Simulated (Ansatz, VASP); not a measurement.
**BAs in VASP and in Ansatz**

File POSCAR:

```
BAs
1.0
    0.0000000000      2.3397414207      2.3397414207
    2.3397414207      0.0000000000      2.3397414207
    2.3397414207      2.3397414207      0.0000000000
As B
1 1
Direct
    0.7500000000      0.7500000000      0.7500000000
    0.0000000000      0.0000000000      0.0000000000
```

INCAR.step1

```
PREC     = Accurate       # precision mode
ENCUT    = 520            # plane-wave cutoff, eV
EDIFF    = 1E-5           # SCF threshold, eV
ISMEAR   = -1             # smearing method
SIGMA    = 0.05           # smearing width, eV
LREAL    = False          # projectors in reciprocal space
LASPH    = True           # aspherical terms in the spheres
NELM     = 60             # most SCF steps
ALGO     = Normal         # electronic algorithm
ISIF     = 2              # what is computed and relaxed
LWAVE    = True           # write WAVECAR
NBANDS   = 11             # bands
GGA      = PE             # functional
```

The input INCAR.step2:

```
PREC     = Accurate       # precision mode
ENCUT    = 520            # plane-wave cutoff, eV
EDIFF    = 1E-7           # SCF threshold, eV
ISMEAR   = -1             # smearing method
SIGMA    = 0.05           # smearing width, eV
LREAL    = False          # projectors in reciprocal space
LASPH    = True           # aspherical terms in the spheres
NELM     = 60             # most SCF steps
ALGO     = Normal         # electronic algorithm
ISIF     = 2              # what is computed and relaxed
LWAVE    = False          # write WAVECAR
LCHARG   = True           # write CHGCAR
GGA      = PS             # functional
LHFCALC  = True           # exact exchange
AEXX     = 0.25           # exact-exchange fraction
HFSCREEN = 0.207          # screening, 1/A
PRECFOCK = Normal       
LELF     = True           # ELF
LVHAR    = True         
NBANDS   = 11             # bands
ISTART   = 1
```

File KPOINTS:

```
Automatic mesh
0
Gamma
  5 5 5
```

File input.yaml:

```yaml
crystal:
  lattice:
    - [0.0, 2.3397414207, 2.3397414207]
    - [2.3397414207, 0.0, 2.3397414207]
    - [2.3397414207, 2.3397414207, 0.0]
  atoms:
    - { symbol: As, position: [0.75, 0.75, 0.75] }
    - { symbol: B, position: [0.0, 0.0, 0.0] }
hamiltonian:
  xc:
    exchange: hjs_pbesol
    correlation: pbesol
    exx: { coeff: 0.25, omega: 0.207 }
  pseudopotentials: { kind: paw }
kpoints:
  mp_grid: { grid: [5, 5, 5] }
scf:
  occupations: { method: fermi_dirac, width: 0.05 }
output:
  forces: true
  stress: true
  eigenvalues: true
  write_density: true
  write_potential: true
  elf: true
  volumetric_format: npy
```

Alike in both runs: task single point; functional PBEsol-based screened hybrid; k mesh 5 × 5 × 5; occupations fermi-dirac, width 0.05 eV; no spin polarisation.

```csv
,VASP,Ansatz
version,VASP 6.6.1,Ansatz 0.2.0
potentials or method,"VASP PAW PBE potentials, release 64 (As, B)",Ansatz PAW
plane-wave cutoff (eV),520,420
valence electrons in the cell,8,18
```

```csv
,VASP,Ansatz,Ansatz less VASP
gap on the k mesh at the Fermi level (eV),1.73,1.72,-0.005
least direct gap on the mesh (eV),4.18,4.19,+0.004
pressure (GPa),7.4,7.3,-0.18
```

VASP's potentials were made for PBE, not for PBEsol-based screened hybrid. VASP's potentials hold 8 valence electrons a cell and Ansatz's 18, so a difference there can come from the potentials and not from the codes.

The k mesh is coarse, so the values compare programs but aren't converged. Noted on Ansatz's run: odd divisions of the mesh miss points on the zone boundary, where band edges often lie, so the gap on the mesh can be too wide.
